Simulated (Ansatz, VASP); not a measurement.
## AlN in VASP and in Ansatz

The input INCAR:

```
SYSTEM = AlN
  PREC = Accurate
  ENCUT = 600
  EDIFF = 1E-6
  ISMEAR = 0
  SIGMA = 0.05
  LREAL = .FALSE.
  LASPH = .TRUE.
  NELM = 120
  ALGO = Normal
  ISIF = 2
  LWAVE = .FALSE.
  LCHARG = .FALSE.
  GGA = CA
  NBANDS = 16
  GGA_COMPAT = .FALSE.
```

The input KPOINTS:

```
regular mesh
0
G
  9 9 6
  0 0 0
```

The input POSCAR:

```
AlN
1.0
    3.3121157418      0.0000000000      0.0000000000
   -1.6560578709      2.8683763727      0.0000000000
    0.0000000000      0.0000000000      4.0619361100
Al N
2 2
Direct
    0.3333333333      0.6666666667      0.7500000000
    0.6666666667      0.3333333333      0.2500000000
    0.3333333333      0.6666666667      0.2500000000
    0.6666666667      0.3333333333      0.7500000000
```

Input for Ansatz:

```yaml
crystal:
  lattice:
    - [3.3121157418, 0.0, 0.0]
    - [-1.6560578709, 2.8683763727, 0.0]
    - [0.0, 0.0, 4.06193611]
  atoms:
    - { symbol: Al, position: [0.3333333333, 0.6666666667, 0.75] }
    - { symbol: Al, position: [0.6666666667, 0.3333333333, 0.25] }
    - { symbol: "N", position: [0.3333333333, 0.6666666667, 0.25] }
    - { symbol: "N", position: [0.6666666667, 0.3333333333, 0.75] }
basis:
  ecutwfc: 420
kpoints:
  mp_grid: { grid: [9, 9, 6] }
hamiltonian:
  xc: lda
scf:
  occupations: { method: gaussian, width: 0.05 }
output:
  forces: true
  stress: true
  eigenvalues: true
```

Change from the starting cell: strain +0.000 along x and y, -0.030 along z, atoms carried along.

Alike in both runs: task single point; functional LDA; k mesh 9 × 9 × 6; occupations gaussian, width 0.05 eV; no spin polarisation.

|  | VASP | Ansatz |
| --- | --- | --- |
| version | VASP 6.6.1 | Ansatz 0.2.0 |
| potentials or method | VASP PAW LDA potentials, release 64 (Al, N), cutoff 600 eV | scalar-relativistic, plane waves, PAW |
| valence electrons in the cell | 16 | 16 |

VASP gave:

```
gap on the k mesh at the Fermi level (eV)                     : 3.59
least direct gap on the mesh (eV)                             : 3.59
pressure (GPa)                                                : -2.6
traceless stress, the component that is largest in VASP (GPa) : 3.10
```

Q: What did Ansatz give for the same quantities?

A: gap on the k mesh at the Fermi level (eV): 3.58; least direct gap on the mesh (eV): 3.58; pressure (GPa): -3.0; traceless stress, the component that is largest in VASP (GPa): 3.19.

LDA's correlation is that of Perdew and Zunger in VASP and of Perdew and Wang (1992) in Ansatz.
